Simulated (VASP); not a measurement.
Wanted: the native input for a VASP 6.6.1 run.

- Task: relaxation of cell and atoms
- Functional: PBE
- Potentials or basis: VASP PAW PBE potentials, release 64 (Tl_d)
- Cutoff: 600 eV
- k mesh: 15 × 15 × 15
- Occupations: fermi-dirac, width 0.05 eV
- Spin: no spin polarisation
- Target pressure: 26 GPa
- Dipole correction: no
- Further INCAR settings: ALGO = Normal; EDIFF = 1e-06; IBRION = 2; EDIFFG = -0.005; NSW = 32; ISIF = 3

The structure of Tl lies in POSCAR:

```
Tl
1.0
   -1.7600621567      1.7600621567      1.7600621567
    1.7600621567     -1.7600621567      1.7600621567
    1.7600621567      1.7600621567     -1.7600621567
Tl
1
Direct
    0.0000000000      0.0000000000      0.0000000000
```

This isn't the form of Tl at room conditions, which is hcp.

One way to write it, as run:

INCAR

```
  ALGO = Normal
  EDIFF = 1E-6
  EDIFFG = -0.005
  ENCUT = 600
  GGA = PE
  IBRION = 2
  ISIF = 3
  ISMEAR = -1
  LASPH = True
  LCHARG = False
  LREAL = False
  LWAVE = False
  NELM = 80
  NSW = 32
  PREC = Accurate
  PSTRESS = 260.0
  SIGMA = 0.05
```

KPOINTS

```
k-points
0
Gamma
  15 15 15
```

Potentials or basis: VASP PAW PBE potentials, release 64 (Tl_d).

Run with:

```sh
$ cat potpaw_PBE.64/Tl_d/POTCAR > POTCAR
$ mpirun -np 1 vasp_std > vasp.out
```

Results of the run:

* Pressure after relaxing: 26.0 GPa
* Band gap on the k mesh: zero (an odd number of electrons rules out a gap without spin polarisation)

Caveat: the relaxation stopped at its first step, so nothing moved; the cell is relaxed towards a set pressure, so the run minimises the enthalpy, not the energy; spin-orbit coupling is left out, which moves the levels of the heavy elements.

Wall time 6.7 s on 1 thread of Intel(R) Xeon(R) 6975P-C (Granite Rapids) (shared host), peak memory 0.16 GiB.
